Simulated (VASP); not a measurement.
Wanted: the native input for a VASP 6.6.1 run.

| Quantity | Value |
| --- | --- |
| Task | single point |
| Functional | HSE06 |
| Potentials or basis | VASP PAW PBE potentials, release 64 (C, Sn_d) |
| Cutoff | 520 eV |
| k mesh | 6 × 6 × 4 |
| Occupations | gaussian, width 0.01 eV |
| Spin | no spin polarisation |
| Dipole correction | no |
| Grid for exact exchange (PRECFOCK) | Normal |
| Further INCAR settings | ALGO = Normal; EDIFF = 1e-06; NBANDS = 21 |
| Share of exact exchange | 0.25 |
| Screening parameter | 0.2079 1/Å |

The system is SnC3.

```
C Sn
1.0
     2.89756    0.00000    0.00000
     0.00000    2.89756    0.00000
     0.00000    0.00000    4.51675
C Sn
3 1
Direct
  0.50000 0.00000 0.82352
  0.50000 0.50000 0.00000
  0.00000 0.50000 0.17648
  0.00000 0.00000 0.50000
```

This cell differs from its parent crystal: strain -2.7%.

One way to write it, as run:

POSCAR

```
SnC3
1.0
    2.8975645940      0.0000000000      0.0000000000
    0.0000000000      2.8975645940      0.0000000000
    0.0000000000      0.0000000000      4.5167486701
C Sn
3 1
Direct
    0.5000000000      0.0000000000      0.8235182930
    0.5000000000      0.5000000000      0.0000000000
    0.0000000000      0.5000000000      0.1764817070
    0.0000000000      0.0000000000      0.5000000000
```

INCAR.step1

```
SYSTEM = SnC3
  PREC = Accurate
  ENCUT = 520
  EDIFF = 1E-5
  ISMEAR = 0
  SIGMA = 0.01
  LREAL = .False.
  LASPH = .True.
  NELM = 120
  ALGO = Normal
  ISIF = 2
  LWAVE = .True.
  GGA = PE
  NBANDS = 21
  GGA_COMPAT = .False.
  KPAR = 4
```

INCAR.step2

```
SYSTEM = SnC3
  PREC = Accurate
  ENCUT = 520
  EDIFF = 1E-6
  ISMEAR = 0
  SIGMA = 0.01
  LREAL = .False.
  LASPH = .True.
  NELM = 120
  ALGO = Normal
  ISIF = 2
  LWAVE = .False.
  LCHARG = .True.
  GGA = PE
  LHFCALC = .True.
  HFSCREEN = 0.2079
  PRECFOCK = Normal
  LVHAR = .True.
  ISTART = 1
  NBANDS = 21
  GGA_COMPAT = .False.
  KPAR = 4
```

KPOINTS

```
Automatic mesh
0
Gamma
  6 6 4
  0 0 0
```

Potentials or basis: VASP PAW PBE potentials, release 64 (C, Sn_d).

Run with:

```console
$ cat potpaw_PBE.64/C/POTCAR potpaw_PBE.64/Sn_d/POTCAR > POTCAR
$ cp INCAR.step1 INCAR
$ mpirun -np 4 vasp_std > vasp.out
$ cp INCAR.step2 INCAR
$ mpirun -np 4 vasp_std > vasp.out
```

It gave:

```json
{
 "Pressure": "17.1 GPa",
 "Largest force": "0.034 eV/Å",
 "Band gap on the k mesh": "1.29 eV (least direct gap 1.55 eV)"
}
```

Caveat: the cell differs from its parent crystal (strain -2.7%); the cell stands under pressure; the PAW data sets were made with another functional, which shifts forces and pressure a little; spin-orbit coupling is left out, which moves the levels of the heavy elements.

Wall time 18 min on 4 MPI ranks on AMD EPYC 7R43 64-Core Processor (Zen 3) (shared host), peak memory 0.25 GiB a rank.
